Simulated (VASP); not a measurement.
Write the native input for VASP 6.6.1 that does the following.

```
Task                   : relaxation of cell and atoms
Functional             : LDA
Potentials or basis    : VASP PAW LDA potentials, release 64 (Zn)
Cutoff                 : 600 eV
k mesh                 : 19 × 19 × 19
Occupations            : fermi-dirac, width 0.1 eV
Spin                   : no spin polarisation
Target pressure        : 15 GPa
Dipole correction      : no
Further INCAR settings : ALGO = Normal; EDIFF = 1e-07; IBRION = 2; EDIFFG = -0.005; NSW = 60; ISIF = 3
```

The structure of Zn lies in POSCAR:

```
Zn
1.0
   -1.4445437272      1.4445437272      1.4445437272
    1.4445437272     -1.4445437272      1.4445437272
    1.4445437272      1.4445437272     -1.4445437272
Zn
1
Direct
    0.0000000000      0.0000000000      0.0000000000
```

These files were run (other wordings do the same):

INCAR

```
PREC = Accurate
ENCUT = 600
EDIFF = 1E-7
ISMEAR = -1
SIGMA = 0.1
LREAL = False
LASPH = True
NELM = 80
ALGO = Normal
ISIF = 3
LWAVE = False
LCHARG = False
GGA = CA
IBRION = 2
NSW = 60
EDIFFG = -0.005
PSTRESS = 150.0
```

KPOINTS

```
regular mesh
0
Gamma
  19 19 19
```

Potentials or basis: VASP PAW LDA potentials, release 64 (Zn).

Run with:

```bash
$ cat potpaw_LDA.64/Zn/POTCAR > POTCAR
$ mpirun -np 1 vasp_std > vasp.out
```

It gave:

```yaml
Relaxed_volume: 12.25 Å³/atom
Relaxed_cell: a = 2.515 Å, b = 2.515 Å, c = 2.515 Å, α = 109.47°, β = 109.47°, γ = 109.47°
Space_group_after_relaxing_to_0.05_Å: Im-3m (No. 229)
Energy_change_on_relaxing_the_enthalpy_is_what_falls: -19.4 meV/atom
Ionic_steps: 3
Pressure_after_relaxing: 15.0 GPa
Band_gap_on_the_k_mesh: zero (band 6 reaches 8.84 eV, above the bottom of band 7 at 4.24 eV)
```

Caveat: the cell is relaxed towards a set pressure, so the enthalpy falls and the energy may rise.

It took 24 s on 1 thread of Intel(R) Xeon(R) Platinum 8559C (Emerald Rapids), with other jobs on the host, peak memory 0.14 GiB.
